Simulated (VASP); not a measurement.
# HfN (Fm-3m) in VASP: a series of runs

HfN is run at these levels: PBE; tasks: single point.

Program: VASP 6.6.1. These are calculated values, not measurements. Logs are shortened: lines on timing, memory, paths and dates and some standing lists are left out, and cuts for length are marked.

## Step 1: The cell of the first run

The structure is cubic, space group Fm-3m (No. 225). Conventional cell: a = 4.548 Å, b = 4.548 Å, c = 4.548 Å, α = 90.00°, β = 90.00°, γ = 90.00°. Hf (site symmetry m-3m) has 6 N at 2.27 Å within 3.0 Å. Within 3.0 Å of N (site symmetry m-3m) lie 6 Hf at 2.27 Å.

## Step 2: Single point, PBE

The input, INCAR:

```
SYSTEM = HfN
ALGO = Normal
EDIFF = 1E-6
ENCUT = 520
GGA = PE
ISIF = 2
ISMEAR = 0
LASPH = .True.
LCHARG = .False.
LREAL = .False.
LWAVE = .False.
NBANDS = 14
NELM = 60
PREC = Accurate
SIGMA = 0.1
```

The input, KPOINTS:

```
k-points
0
Gamma
  16 16 16
  0 0 0
```

The input, POSCAR:

```
HfN
1.0
    0.0000000000      2.2738966207      2.2738966207
    2.2738966207      0.0000000000      2.2738966207
    2.2738966207      2.2738966207      0.0000000000
Hf N
1 1
Direct
    0.5000000000      0.5000000000      0.5000000000
    0.0000000000      0.0000000000      0.0000000000
```

Potentials or basis: VASP PAW PBE potentials, release 64 (Hf_pv, N).

Command:

```sh
$ cat potpaw_PBE.64/Hf_pv/POTCAR potpaw_PBE.64/N/POTCAR > POTCAR
$ mpirun -np 1 vasp_std > vasp.out
```

OUTCAR:

```text
SYSTEM = HfN
   EDIFF = 1E-6
   ENCUT = 520
   GGA = PE
   ISIF = 2
   ISMEAR = 0
   LASPH = .True.
   LREAL = .False.
   NELM = 60
   PREC = Accurate

 ion  position               nearest neighbor table
   1  0.500  0.500  0.500-   2 2.27   2 2.27   2 2.27   2 2.27   2 2.27   2 2.27
   2  0.000  0.000  0.000-   1 2.27   1 2.27   1 2.27   1 2.27   1 2.27   1 2.27

  LATTYP: Found a face centered cubic cell.
 ALAT       =     4.5477932414

  Lattice vectors:

 A1 = (   0.0000000000,   2.2738966207,   2.2738966207)
 A2 = (   2.2738966207,   0.0000000000,   2.2738966207)
 A3 = (   2.2738966207,   2.2738966207,   0.0000000000)

Analysis of symmetry for initial positions (statically):
=====================================================================
 Subroutine PRICEL returns:
 Original cell was already a primitive cell.

 Routine SETGRP: Setting up the symmetry group for a
 face centered cubic supercell.

 Subroutine GETGRP returns: Found 48 space group operations
 (whereof 48 operations were pure point group operations)
 out of a pool of 48 trial point group operations.

The static configuration has the point symmetry O_h .

Analysis of symmetry for dynamics (positions and initial velocities):
=====================================================================
 Subroutine PRICEL returns:
 Original cell was already a primitive cell.

 Routine SETGRP: Setting up the symmetry group for a
 face centered cubic supercell.

 Subroutine GETGRP returns: Found 48 space group operations
 (whereof 48 operations were pure point group operations)
 out of a pool of 48 trial point group operations.

The dynamic configuration has the point symmetry O_h .

 Subroutine INISYM returns: Found 48 space group operations
 (whereof 48 operations are pure point group operations),
 and found     1 'primitive' translations

----------------------------------------------------------------------------------------

                                     Primitive cell

  volume of cell :      23.5148

  direct lattice vectors                    reciprocal lattice vectors
     0.000000000  2.273896621  2.273896621    -0.219886865  0.219886865  0.219886865
     2.273896621  0.000000000  2.273896621     0.219886865 -0.219886865  0.219886865
     2.273896621  2.273896621  0.000000000     0.219886865  0.219886865 -0.219886865

  length of vectors
     3.215775440  3.215775440  3.215775440     0.380855223  0.380855223  0.380855223

  position of ions in fractional coordinates (direct lattice)
     0.500000000  0.500000000  0.500000000
     0.000000000  0.000000000  0.000000000

  ion indices of the primitive-cell ions
   primitive index   ion index
                 1           1
                 2           2

----------------------------------------------------------------------------------------

 KPOINTS: k-points

Automatic generation of k-mesh.
 Grid dimensions read from file:
 generate k-points for:   16   16   16

 Generating k-lattice:

  Cartesian coordinates                     Fractional coordinates (reciprocal lattice)
    -0.013742929  0.013742929  0.013742929     0.062500000  0.000000000  0.000000000
     0.013742929 -0.013742929  0.013742929     0.000000000  0.062500000  0.000000000
     0.013742929  0.013742929 -0.013742929     0.000000000  0.000000000  0.062500000

  Length of vectors
     0.023803451  0.023803451  0.023803451

  Shift w.r.t. Gamma in fractional coordinates (k-lattice)
     0.000000000  0.000000000  0.000000000

 Subroutine IBZKPT returns following result:
 ===========================================

 Found    145 irreducible k-points:

 Following reciprocal coordinates:
            Coordinates               Weight
  0.000000  0.000000  0.000000      1.000000
  0.062500  0.000000  0.000000      8.000000
  0.125000  0.000000  0.000000      8.000000
  0.187500  0.000000  0.000000      8.000000
  0.250000  0.000000  0.000000      8.000000
  0.312500  0.000000  0.000000      8.000000
[... 16 lines left out ...]
 -0.125000  0.062500  0.000000     24.000000
 -0.062500  0.062500  0.000000     12.000000
 [... further k-points ...]
   k-points           NKPTS =    145   k-points in BZ     NKDIM =    145   number of bands    NBANDS=     14
   number of dos      NEDOS =    301   number of ions     NIONS =      2
   total plane-waves  NPLWV =  13824
   dimension x,y,z NGX =    24 NGY =   24 NGZ =   24
   dimension x,y,z NGXF=    48 NGYF=   48 NGZF=   48
   ions per type =               1   1
   NGX,Y,Z   is equivalent  to a cutoff of  12.41, 12.41, 12.41 a.u.
   NGXF,Y,Z  is equivalent  to a cutoff of  24.81, 24.81, 24.81 a.u.
 SYSTEM =  HfN
   PREC   = accura    normal or accurate (medium, high low for compatibility)
   ISTART =      0    job   : 0-new  1-cont  2-samecut
   ICHARG =      2    charge: 1-file 2-atom 10-const
   ISPIN  =      1    spin polarized calculation?
   LNONCOLLINEAR =      F non collinear calculations
   LSORBIT =      F    spin-orbit coupling
   LASPH  =      T    aspherical Exc in radial PAW
   ENCUT  =  520.0 eV  38.22 Ry    6.18 a.u.   5.98  5.98  5.98*2*pi/ulx,y,z
   NELM   =     60;   NELMIN=  2; NELMDL= -5     # of ELM steps
   EDIFF  = 0.1E-05   stopping-criterion for ELM
   LREAL  =      F    real-space projection
   EDIFFG = 0.1E-04   stopping-criterion for IOM
   NSW    =      0    number of steps for IOM
   IBRION =     -1    ionic relax: 0-MD 1-quasi-New 2-CG
   NFREE  =      0    steps in history (QN), initial steepest desc. (CG)
   ISIF   =      2    stress and relaxation
   ISYM   =      2    0-nonsym 1-usesym 2-fastsym
   POTIM  = 0.5000    time-step for ionic-motion
   TEBEG  =    0.0;   TEEND  =   0.0 temperature during run
   PSTRESS=    0.0 pullay stress
   NELECT =      15.0000    total number of electrons
   NUPDOWN=      -1.0000    fix difference up-down
   EMIN   =  10.00;   EMAX   =-10.00  energy-range for DOS
   EFERMI =   0.00;   METHOD = LEGACY
   ISMEAR =     0;   SIGMA  =   0.10  broadening in eV -4-tet -1-fermi 0-gaus
   EFERMI_NEDOS =   21; number of points for ismear=-14 and -15
   IALGO  =     38    algorithm
   IMIX   =      4    mixing-type and parameters
     AMIX     =   0.40;   BMIX     =  1.00
     AMIX_MAG =   1.60;   BMIX_MAG =  1.00
  volume/ion in A,a.u.               =      11.76        79.34
  Fermi-wavevector in a.u.,A,eV,Ry     =   1.409260  2.663116 27.021367  1.986014
  Thomas-Fermi vector in A             =   2.531334
   LORBIT       =      0    0 simple, 1 ext, 2 COOP (PROOUT), +10 PAW based schemes
   GGA     = PE    functional components
   LHFCALC =     F    Hartree Fock is set to
   AEXX    =    0.0000 exact exchange contribution
   IVDW    =     0    specifies the selected vdW correction
   LEPSILON=     F    determine dielectric tensor
   LRPA    =     F    only Hartree local field effects (RPA)
 non-spin polarized calculation
 Gauss-broadening in eV      SIGMA  =   0.10
  energy-cutoff  :      520.00
  volume of cell :       23.51
 maximum number of plane-waves:       648
   NGX = 11   NGY = 11   NGZ = 11

 number of electron      15.0000000 magnetization

 Free energy of the ion-electron system (eV)
  ---------------------------------------------------
  ext. energy  EPLUGINS =         0.00000000
  ---------------------------------------------------
  free energy    TOTEN  =       -21.75871129 eV

  energy without entropy =      -21.75574983  energy(sigma->0) =      -21.75723056

 E-fermi :   8.2101     XC(G=0): -12.6291

 val. band max:        8.2094279316   @ k =  -0.1250   0.0625   0.0000
 cond. band min:       8.2133848617   @ k =   0.3750   0.1250   0.0000
 fundamental gap:      0.0039569302
 Fermi energy:         8.2101091474

 k-point     1 :       0.0000    0.0000    0.0000
  band No.  band energies     occupation
      1     -23.0213      2.00000
      2     -23.0213      2.00000
      3     -23.0213      2.00000
      4      -9.1829      2.00000
      5       5.2059      2.00000
      6       5.2059      2.00000
      7       5.2059      2.00000
      8       7.8736      2.00000
      9       7.8736      2.00000
     10       7.8736      2.00000
     11       9.8200      0.00000
     12      10.1305      0.00000
     13      10.1305      0.00000
     14      17.7266      0.00000

 k-point     2 :       0.0625    0.0000    0.0000
  band No.  band energies     occupation
      1     -23.0584      2.00000
      2     -23.0245      2.00000
      3     -23.0245      2.00000
      4      -9.0964      2.00000
      5       4.8024      2.00000
      6       4.9779      2.00000
      7       4.9779      2.00000
      8       7.9807      1.99882
      9       8.0050      1.99627
     10       8.0050      1.99627
     11      10.1161      0.00000
     12      10.4264      0.00000
     13      10.4264      0.00000
     14      18.0267      0.00000

 k-point     3 :       0.1250    0.0000    0.0000
  band No.  band energies     occupation
      1     -23.1625      2.00000
      2     -23.0334      2.00000
      3     -23.0334      2.00000
      4      -8.8475      2.00000
      5       3.9009      2.00000
      6       4.4473      2.00000
      7       4.4473      2.00000
      8       8.1627      1.49735
      9       8.3514      0.04567
     10       8.3514      0.04567
     11      10.8642      0.00000
     12      11.1979      0.00000
     13      11.1979      0.00000
     14      18.8597      0.00000

 k-point     4 :       0.1875    0.0000    0.0000
  band No.  band energies     occupation
      1     -23.3138      2.00000
      2     -23.0467      2.00000
      3     -23.0467      2.00000
      4      -8.4664      2.00000
      5       2.8545      2.00000
      6       3.8338      2.00000
      7       3.8338      2.00000
      8       8.3945      0.00911
      9       8.8648      0.00000
     10       8.8648      0.00000
     11      11.7924      0.00000
     12      12.2398      0.00000
     13      12.2398      0.00000
     14      20.0078      0.00000

 k-point     5 :       0.2500    0.0000    0.0000
  band No.  band energies     occupation
      1     -23.4861      2.00000
      2     -23.0623      2.00000
      3     -23.0623      2.00000
      4      -7.9978      2.00000
      5       1.8240      2.00000
      6       3.2579      2.00000
      7       3.2579      2.00000
      8       8.7521      0.00000
      9       9.5175      0.00000
     10       9.5175      0.00000
     11      12.6803      0.00000
[... 276 lines left out ...]
 k-point    22 :      -0.1875    0.0625    0.0000
  band No.  band energies     occupation
      1     -23.3765      2.00000
      2     -23.0857      2.00000
      3     -23.0403      2.00000
      4      -8.2699      2.00000
      5       2.3605      2.00000
      6       3.4182      2.00000
      7       3.8402      2.00000
      8       8.4373      0.00131
      9       8.8091      0.00000
     10       9.6855      0.00000
     11      11.4413      0.00000
     12      12.8299      0.00000
     13      13.2650      0.00000
     14      20.3338      0.00000

 k-point    23 :      -0.1250    0.0625    0.0000
  band No.  band energies     occupation
      1     -23.2228      2.00000
      2     -23.0652      2.00000
      3     -23.0288      2.00000
      4      -8.6705      2.00000
      5       3.3167      2.00000
      6       3.9920      2.00000
      7       4.4155      2.00000
      8       8.2094      1.00769
      9       8.3273      0.09756
     10       9.0242      0.00000
     11      10.5964      0.00000
     12      11.8452      0.00000
     13      12.1324      0.00000
     14      19.4451      0.00000

 k-point    24 :      -0.0625    0.0625    0.0000
  band No.  band energies     occupation
      1     -23.1099      2.00000
      2     -23.0437      2.00000
      3     -23.0232      2.00000
      4      -8.9577      2.00000
      5       4.1995      2.00000
      6       4.5627      2.00000
      7       4.8655      2.00000
      8       8.0314      1.98849
      9       8.0439      1.98123
     10       8.4680      0.00026
     11      10.1511      0.00000
     12      10.9284      0.00000
     13      11.1361      0.00000
     14      18.5026      0.00000

 [... further k-points ...]

------------------------ aborting loop because EDIFF is reached ----------------------------------------

  FORCE on cell =-STRESS in cart. coord.  units (eV):
  Direction    XX          YY          ZZ          XY          YZ          ZX
  --------------------------------------------------------------------------------------
  -------------------------------------------------------------------------------------
  Total       -0.3445847     -0.3445847     -0.3445847      0.0000000      0.0000000      0.0000000
  in kB      -23.4781827    -23.4781827    -23.4781827      0.0000000      0.0000000      0.0000000
  external PRESSURE =     -23.4781827 kB  Pullay stress =       0.0000000 kB

 VOLUME and BASIS-vectors are now :
 -----------------------------------------------------------------------------
  energy-cutoff  :      520.00
  volume of cell :       23.51
      direct lattice vectors                 reciprocal lattice vectors
     0.000000000  2.273896621  2.273896621    -0.219886865  0.219886865  0.219886865
     2.273896621  0.000000000  2.273896621     0.219886865 -0.219886865  0.219886865
     2.273896621  2.273896621  0.000000000     0.219886865  0.219886865 -0.219886865

 POSITION                                       TOTAL-FORCE (eV/Angst)
 -----------------------------------------------------------------------------------
      2.27390      2.27390      2.27390         0.000000      0.000000     -0.000000
      0.00000      0.00000      0.00000        -0.000000     -0.000000      0.000000
 -----------------------------------------------------------------------------------
    total drift:                                0.000000     -0.000000     -0.000000

  FREE ENERGIE OF THE ION-ELECTRON SYSTEM (eV)
  ---------------------------------------------------
  free  energy   TOTEN  =       -21.7587112924 eV

  energy  without entropy=      -21.7557498340  energy(sigma->0) =      -21.75723056
```

It took 41 s on 1 thread of AMD EPYC 7R43 (Zen 3), shared host; peak memory 0.14 GiB.

Results:

| Item | Value |
| --- | --- |
| Free energy | -21.7587 eV |
| Pressure | -2.3 GPa |
| Band gap on the k mesh | zero (an odd number of electrons rules out a gap without spin polarisation) |

Caveat: spin-orbit coupling is left out, which moves the levels of the heavy elements.

## Step 3: Single point, PBE

This run uses another cell than the first one, of the same volume but with other edges.

The input, INCAR:

```
SYSTEM = HfN
PREC = Accurate
ENCUT = 520
EDIFF = 1E-7
ISMEAR = 0
SIGMA = 0.1
LREAL = .False.
LASPH = .True.
NELM = 60
ALGO = Normal
ISIF = 2
LWAVE = .False.
LCHARG = .False.
GGA = PE
NBANDS = 14
ISYM = 0
```

The input, KPOINTS:

```
Automatic mesh
0
Gamma
  8 7 33
  0 0 0
```

The input, POSCAR:

```
HfN
1.0
    4.5477932414      0.0000000000      0.0000000000
   -2.2738966207      5.0845874177      0.0000000000
    0.0000000000     -3.0507524506      1.0169174835
Hf N
1 1
Direct
    0.5000000000      0.0000000000      0.0000000000
    0.0000000000      0.0000000000      0.0000000000
```

Potentials or basis: VASP PAW PBE potentials, release 64 (Hf_pv, N).

Command:

```sh
$ cat potpaw_PBE.64/Hf_pv/POTCAR potpaw_PBE.64/N/POTCAR > POTCAR
$ mpirun -np 1 vasp_std > vasp.out
```

It took 8.8 min on 1 thread of AMD EPYC 7R43 (Zen 3), shared host; peak memory 0.41 GiB.

It converged, with:

* Free energy: -21.7537 eV
* Pressure: -2.3 GPa
* Band gap on the k mesh: zero (an odd number of electrons rules out a gap without spin polarisation)

Levels at points of the mesh, in eV from the Fermi level:
```tsv
k point	band 4	band 5	band 6	band 7	band 8	band 9	band 10	band 11
(0.00, 0.00, 0.00)	-17.41	-3.02	-3.02	-3.02	-0.35	-0.35	-0.35	1.59
(0.50, 0.00, 0.00)	-14.80	-8.79	-6.10	-6.10	3.17	3.59	3.59	4.31
```

Caveat: spin-orbit coupling is left out, which moves the levels of the heavy elements.
